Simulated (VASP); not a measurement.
# InF (Pm-3m) in VASP: notebook

Runs on InF. Level: LDA. Tasks: vibrations by perturbation theory.

All numbers are computed with VASP 6.6.1; they aren't measurements. Logs are shortened: lines on timing, memory, paths and dates and some standing lists are left out, and cuts for length are marked.

## 1. The cell of the first run

Symmetry: Pm-3m, No. 221, cubic system. The conventional cell has a = 3.277 Å, b = 3.277 Å, c = 3.277 Å, α = 90.00°, β = 90.00°, γ = 90.00°. Within 3.7 Å of In (site symmetry m-3m) lie 8 F at 2.84 Å and 6 In at 3.28 Å. F (site symmetry m-3m) has 8 In at 2.84 Å and 6 F at 3.28 Å within 3.7 Å.

## 2. Vibrations by perturbation theory, LDA

INCAR reads:

```
SYSTEM = InF
ALGO = Normal
EDIFF = 1E-8
ENCUT = 520
GGA = CA
IBRION = 8
ISIF = 2
ISMEAR = -1
LASPH = .True.
LCHARG = .False.
LREAL = .False.
LWAVE = .False.
NELM = 80
NSW = 1
PREC = Accurate
SIGMA = 0.15
```

KPOINTS reads:

```
k-points
0
Gamma
  12 12 12
  0 0 0
```

POSCAR reads:

```
InF
1.0
    3.2769000000      0.0000000000      0.0000000000
    0.0000000000      3.2769000000      0.0000000000
    0.0000000000      0.0000000000      3.2769000000
In F
1 1
Direct
    0.0000000000      0.0000000000      0.0000000000
    0.5000000000      0.5000000000      0.5000000000
```

Potentials or basis: VASP PAW LDA potentials, release 64 (In_d, F).

Started as:

```
cat potpaw_LDA.64/In_d/POTCAR potpaw_LDA.64/F/POTCAR > POTCAR
mpirun -np 1 vasp_std > vasp.out
```

OUTCAR:

```text
SYSTEM = InF
   EDIFF = 1E-8
   ENCUT = 520
   GGA = CA
   IBRION = 8
   ISIF = 2
   ISMEAR = -1
   LASPH = .True.
   LREAL = .False.
   NELM = 80
   NSW = 1
   PREC = Accurate

 ion  position               nearest neighbor table
   1  0.000  0.000  0.000-   2 2.84   2 2.84   2 2.84   2 2.84   2 2.84   2 2.84   2 2.84   2 2.84

   2  0.500  0.500  0.500-   1 2.84   1 2.84   1 2.84   1 2.84   1 2.84   1 2.84   1 2.84   1 2.84

  LATTYP: Found a simple cubic cell.
 ALAT       =     3.2769000000

  Lattice vectors:

 A1 = (   3.2769000000,   0.0000000000,   0.0000000000)
 A2 = (   0.0000000000,   3.2769000000,   0.0000000000)
 A3 = (   0.0000000000,   0.0000000000,   3.2769000000)

Analysis of symmetry for initial positions (statically):
=====================================================================
 Subroutine PRICEL returns:
 Original cell was already a primitive cell.

 Routine SETGRP: Setting up the symmetry group for a
 simple cubic supercell.

 Subroutine GETGRP returns: Found 48 space group operations
 (whereof 48 operations were pure point group operations)
 out of a pool of 48 trial point group operations.

The static configuration has the point symmetry O_h .

Analysis of symmetry for dynamics (positions and initial velocities):
=====================================================================
 Subroutine PRICEL returns:
 Original cell was already a primitive cell.

 Routine SETGRP: Setting up the symmetry group for a
 simple cubic supercell.

 Subroutine GETGRP returns: Found 48 space group operations
 (whereof 48 operations were pure point group operations)
 out of a pool of 48 trial point group operations.

The dynamic configuration has the point symmetry O_h .

 Subroutine INISYM returns: Found 48 space group operations
 (whereof 48 operations are pure point group operations),
 and found     1 'primitive' translations

----------------------------------------------------------------------------------------

                                     Primitive cell

  volume of cell :      35.1876

  direct lattice vectors                    reciprocal lattice vectors
     3.276900000  0.000000000  0.000000000     0.305166468  0.000000000  0.000000000
     0.000000000  3.276900000  0.000000000     0.000000000  0.305166468  0.000000000
     0.000000000  0.000000000  3.276900000     0.000000000  0.000000000  0.305166468

  length of vectors
     3.276900000  3.276900000  3.276900000     0.305166468  0.305166468  0.305166468

  position of ions in fractional coordinates (direct lattice)
     0.000000000  0.000000000  0.000000000
     0.500000000  0.500000000  0.500000000

  ion indices of the primitive-cell ions
   primitive index   ion index
                 1           1
                 2           2

----------------------------------------------------------------------------------------

 KPOINTS: k-points

Automatic generation of k-mesh.
 Grid dimensions read from file:
 generate k-points for:   12   12   12

 Generating k-lattice:

  Cartesian coordinates                     Fractional coordinates (reciprocal lattice)
     0.025430539  0.000000000  0.000000000     0.083333333  0.000000000  0.000000000
     0.000000000  0.025430539  0.000000000     0.000000000  0.083333333  0.000000000
     0.000000000  0.000000000  0.025430539     0.000000000  0.000000000  0.083333333

  Length of vectors
     0.025430539  0.025430539  0.025430539

  Shift w.r.t. Gamma in fractional coordinates (k-lattice)
[... 79 lines left out ...]
   AEXX    =    0.0000 exact exchange contribution
   IVDW    =     0    specifies the selected vdW correction
   LEPSILON=     F    determine dielectric tensor
   LRPA    =     F    only Hartree local field effects (RPA)
 non-spin polarized calculation
  energy-cutoff  :      520.00
  volume of cell :       35.19
 maximum number of plane-waves:       968
   NGX = 13   NGY = 13   NGZ = 13

--------------------------------------- Ionic step        1  -------------------------------------------

 number of electron      19.9999986 magnetization

 Free energy of the ion-electron system (eV)
  ---------------------------------------------------
  ext. energy  EPLUGINS =         0.00000000
  ---------------------------------------------------
  free energy    TOTEN  =        -8.40404158 eV

  energy without entropy =       -8.39743530  energy(sigma->0) =       -8.40073844

 E-fermi :   5.0670     XC(G=0): -10.6725

 val. band max:        5.0512799658   @ k =   0.5000   0.0833   0.0000
 cond. band min:       5.2483393013   @ k =   0.5000   0.0833   0.0833
 fundamental gap:      0.1970593354
 Fermi energy:         5.0670396429

 k-point     1 :       0.0000    0.0000    0.0000
  band No.  band energies     occupation
      1     -17.0997      2.00000
      2      -9.1551      2.00000
      3      -9.1551      2.00000
      4      -8.7203      2.00000
      5      -8.7203      2.00000
      6      -8.7203      2.00000
      7      -1.1066      2.00000
      8       1.1347      2.00000
      9       1.1347      2.00000
     10       1.1347      2.00000
     11      13.3590      0.00000
     12      13.3590      0.00000
     13      13.3590      0.00000
     14      14.3949      0.00000
[... 377 lines left out ...]
      1     -16.9238      2.00000
      2      -9.0119      2.00000
      3      -8.8906      2.00000
      4      -8.8188      2.00000
      5      -8.7934      2.00000
      6      -8.7090      2.00000
      7      -0.7718      2.00000
      8       0.1190      2.00000
      9       1.4467      2.00000
     10       3.4699      1.99995
     11       7.3596      0.00000
     12       8.7287      0.00000
     13      14.7659      0.00000
     14      15.1634      0.00000

 [... further k-points ...]
[... 5 lines left out ...]
  --------------------------------------------------------------------------------------
  -------------------------------------------------------------------------------------
  Total       -0.7276288     -0.7276288     -0.7276288     -0.0000000      0.0000000     -0.0000000
  in kB      -33.1307209    -33.1307209    -33.1307209     -0.0000000      0.0000000     -0.0000000
  external PRESSURE =     -33.1307209 kB  Pullay stress =       0.0000000 kB

 VOLUME and BASIS-vectors are now :
 -----------------------------------------------------------------------------
  energy-cutoff  :      520.00
  volume of cell :       35.19
      direct lattice vectors                 reciprocal lattice vectors
     3.276900000  0.000000000  0.000000000     0.305166468  0.000000000  0.000000000
     0.000000000  3.276900000  0.000000000     0.000000000  0.305166468  0.000000000
     0.000000000  0.000000000  3.276900000     0.000000000  0.000000000  0.305166468

 POSITION                                       TOTAL-FORCE (eV/Angst)
 -----------------------------------------------------------------------------------
      0.00000      0.00000      0.00000         0.000000      0.000000      0.000000
      1.63845      1.63845      1.63845         0.000000      0.000000      0.000000
 -----------------------------------------------------------------------------------
    total drift:                                0.000000      0.000000     -0.000000

  FREE ENERGIE OF THE ION-ELECTRON SYSTEM (eV)
  ---------------------------------------------------
  free  energy   TOTEN  =        -8.4040415825 eV

  energy  without entropy=       -8.3974352990  energy(sigma->0) =       -8.40073844

[... ionic steps 2 to 3 ...]

--------------------------------------- Ionic step        4  -------------------------------------------

------------------------ aborting loop because EDIFF is reached ----------------------------------------

[... ionic steps 5 to 6 ...]

--------------------------------------- Ionic step        7  -------------------------------------------

 Free energy of the ion-electron system (eV)
  ---------------------------------------------------
  ---------------------------------------------------
  free energy    TOTEN  =        -0.52561437 eV

  energy without entropy =       -0.52561437

------------------------ aborting loop because EDIFF is reached ----------------------------------------

 INTERNAL STRAIN TENSOR  FOR ION    2  DIRECTION 1   (eV/Angst):
 -----------------------------------------------------------------------------
    -0.03395  0.00000  0.00000
     0.00000  0.01400 -0.00000
     0.00000 -0.00000  0.01400

 INTERNAL STRAIN TENSOR FOR ION    2 for displacements in x,y,z  (eV/Angst):
          X           Y           Z          XY          YZ          ZX
  --------------------------------------------------------------------------------
  x     0.00000     0.00000     0.00000     0.00000     0.00000     0.00000
  y     0.00000     0.00000     0.00000     0.00000     0.00000     0.00000
  z     0.00000     0.00000     0.00000     0.00000     0.00000     0.00000

 SECOND DERIVATIVES (NOT SYMMETRIZED)
 ------------------------------------
               1X          1Y          1Z          2X          2Y          2Z
  1X     0.950759   -0.000000    0.000000   -0.950759    0.000000   -0.000000
  1Y    -0.000000    0.950759    0.000000    0.000000   -0.950759   -0.000000
  1Z    -0.000000   -0.000000    0.950759    0.000000    0.000000   -0.950759
  2X    -0.950326    0.000000    0.000000    0.950326   -0.000000   -0.000000
  2Y    -0.000000   -0.950326   -0.000000    0.000000    0.950326    0.000000
  2Z    -0.000000   -0.000000   -0.950326    0.000000    0.000000    0.950326

 Eigenvectors and eigenvalues of the dynamical matrix
 ----------------------------------------------------

   1 f  =    0.000300 THz     0.001885 2PiTHz    0.010005 cm-1     0.001240 meV
             X         Y         Z           dx          dy          dz
      0.000000  0.000000  0.000000     0.926270    0.000000   -0.000000
      1.638450  1.638450  1.638450     0.376861    0.000000    0.000000
[... 21 lines left out ...]
   6 f/i=    3.774815 THz    23.717864 2PiTHz  125.914282 cm-1    15.611374 meV
             X         Y         Z           dx          dy          dz
      0.000000  0.000000  0.000000     0.376861   -0.000000   -0.000000
      1.638450  1.638450  1.638450    -0.926270    0.000000    0.000000

--------------------------------------------------------------------------------------------------------

 ELASTIC MODULI CONTR FROM IONIC RELAXATION (kBar)
 Direction    XX          YY          ZZ          XY          YZ          ZX
 --------------------------------------------------------------------------------
 XX           0.0000      0.0000      0.0000      0.0000      0.0000      0.0000
 YY           0.0000      0.0000      0.0000      0.0000      0.0000      0.0000
 ZZ           0.0000      0.0000      0.0000      0.0000      0.0000      0.0000
 XY           0.0000      0.0000      0.0000      0.0000      0.0000      0.0000
 YZ           0.0000      0.0000      0.0000      0.0000      0.0000      0.0000
 ZX           0.0000      0.0000      0.0000      0.0000      0.0000      0.0000
 --------------------------------------------------------------------------------
```

Wall time 92 s (1 thread of Intel Xeon Platinum 8488C (Sapphire Rapids), shared host); peak memory 0.33 GiB.

What came out:

```
Highest phonon frequency at Γ, LO-TO splitting left out : 0 cm⁻¹
Most unstable mode                                      : 126i cm⁻¹
```

Phonon frequencies in cm⁻¹ (negative: imaginary):
| q point | frequencies |
| --- | --- |
| (0.000, 0.000, 0.000) | -126 -126 -126 0 0 0 |

Caveat: the cell stands under pressure or tension, which shifts response properties; some modes are imaginary; spin-orbit coupling is left out, which moves the levels of the heavy elements.

## 3. Vibrations by perturbation theory, LDA

This run uses another cell than the first one, of 14.67 Å³/atom.

INCAR reads:

```
SYSTEM = InF
ALGO = Normal ; EDIFF = 1E-8
ENCUT = 520 ; IBRION = 8
ISIF = 2 ; ISMEAR = -1
LASPH = .True. ; LCHARG = .False.
LREAL = .False. ; LWAVE = .False.
NBANDS = 17 ; NELM = 100
NSW = 1 ; PREC = Accurate
SIGMA = 0.15
```

KPOINTS reads:

```
k-points
0
Gamma
  14 14 14
  0 0 0
```

POSCAR reads:

```
InF
1.0
    3.0840000000      0.0000000000      0.0000000000
    0.0000000000      3.0840000000      0.0000000000
    0.0000000000      0.0000000000      3.0840000000
In F
1 1
Direct
    0.0000000000      0.0000000000      0.0000000000
    0.5000000000      0.5000000000      0.5000000000
```

Potentials or basis: VASP PAW LDA potentials, release 64 (In_d, F).

Started as:

```
cat potpaw_LDA.64/In_d/POTCAR potpaw_LDA.64/F/POTCAR > POTCAR
mpirun -np 1 vasp_std > vasp.out
```

OUTCAR:

```text
SYSTEM = InF
   EDIFF = 1E-8
   ENCUT = 520
   IBRION = 8
   ISIF = 2
   ISMEAR = -1
   LASPH = .True.
   LREAL = .False.
   NELM = 100
   NSW = 1
   PREC = Accurate

 ion  position               nearest neighbor table
   1  0.000  0.000  0.000-   2 2.67   2 2.67   2 2.67   2 2.67   2 2.67   2 2.67   2 2.67   2 2.67

   2  0.500  0.500  0.500-   1 2.67   1 2.67   1 2.67   1 2.67   1 2.67   1 2.67   1 2.67   1 2.67

  LATTYP: Found a simple cubic cell.
 ALAT       =     3.0840000000

[... 737 lines left out ...]
               1X          1Y          1Z          2X          2Y          2Z
  1X     0.352385   -0.000000    0.000000   -0.352385    0.000000   -0.000000
  1Y     0.000000    0.352385   -0.000000   -0.000000   -0.352385    0.000000
  1Z     0.000000    0.000000    0.352385    0.000000   -0.000000   -0.352385
  2X    -0.302895   -0.000000   -0.000000    0.302895    0.000000    0.000000
  2Y    -0.000000   -0.302895   -0.000000    0.000000    0.302895    0.000000
  2Z    -0.000000   -0.000000   -0.302895    0.000000    0.000000    0.302895

 Eigenvectors and eigenvalues of the dynamical matrix
 ----------------------------------------------------

   1 f  =    0.060046 THz     0.377279 2PiTHz    2.002910 cm-1     0.248329 meV
             X         Y         Z           dx          dy          dz
      0.000000  0.000000  0.000000     0.485558    0.771978    0.079608
      1.542000  1.542000  1.542000     0.213447    0.339354    0.034995
[... 21 lines left out ...]
   6 f/i=    2.156450 THz    13.549375 2PiTHz   71.931427 cm-1     8.918356 meV
             X         Y         Z           dx          dy          dz
      0.000000  0.000000  0.000000    -0.000000   -0.000000   -0.402424
      1.542000  1.542000  1.542000     0.000000    0.000000    0.915453

--------------------------------------------------------------------------------------------------------

 ELASTIC MODULI CONTR FROM IONIC RELAXATION (kBar)
 Direction    XX          YY          ZZ          XY          YZ          ZX
 --------------------------------------------------------------------------------
 XX           0.0000      0.0000      0.0000      0.0000      0.0000      0.0000
 YY           0.0000      0.0000      0.0000      0.0000      0.0000      0.0000
 ZZ           0.0000      0.0000      0.0000      0.0000      0.0000      0.0000
 XY           0.0000      0.0000      0.0000      0.0000      0.0000      0.0000
 YZ           0.0000      0.0000      0.0000      0.0000      0.0000      0.0000
 ZX           0.0000      0.0000      0.0000      0.0000      0.0000      0.0000
 --------------------------------------------------------------------------------
```

OSZICAR:

```text
N       E                     dE             d eps       ncg     rms          rms(c)
DAV:   1     0.159038723007E+03    0.15904E+03   -0.10276E+04  4194   0.166E+03
DAV:   2     0.242417200697E+01   -0.15661E+03   -0.14806E+03  4444   0.372E+02
DAV:   3    -0.892188286489E+01   -0.11346E+02   -0.11281E+02  4659   0.101E+02
DAV:   4    -0.914806409205E+01   -0.22618E+00   -0.22605E+00  5016   0.139E+01
[... 53 lines left out ...]
RMM:  14    -0.523933184755E+00    0.10725E-06   -0.95471E-08 19317   0.338E-04    0.107E-04
RMM:  15    -0.523933112108E+00    0.72647E-07   -0.81352E-08 18581   0.330E-04    0.296E-05
RMM:  16    -0.523933086621E+00    0.25486E-07   -0.99762E-08 18239   0.327E-04    0.414E-06
RMM:  17    -0.523933083985E+00    0.26358E-08   -0.84517E-08 15384   0.325E-04    0.144E-06
 Linear response finished
```

It took 3.2 min on 1 thread of Intel Xeon Platinum 8488C (Sapphire Rapids), shared host; peak memory 0.39 GiB.

Results:

```yaml
Highest_phonon_frequency_at_Γ_LO-TO_splitting_left_out: 2 cm⁻¹
Most_unstable_mode: 72i cm⁻¹
```

Phonon frequencies in cm⁻¹ (negative: imaginary):
```csv
q point,frequencies
"(0.000, 0.000, 0.000)",-72 -72 -72 2 2 2
```

Caveat: the cell stands under pressure or tension, which shifts response properties; some modes are imaginary; spin-orbit coupling is left out, which moves the levels of the heavy elements.
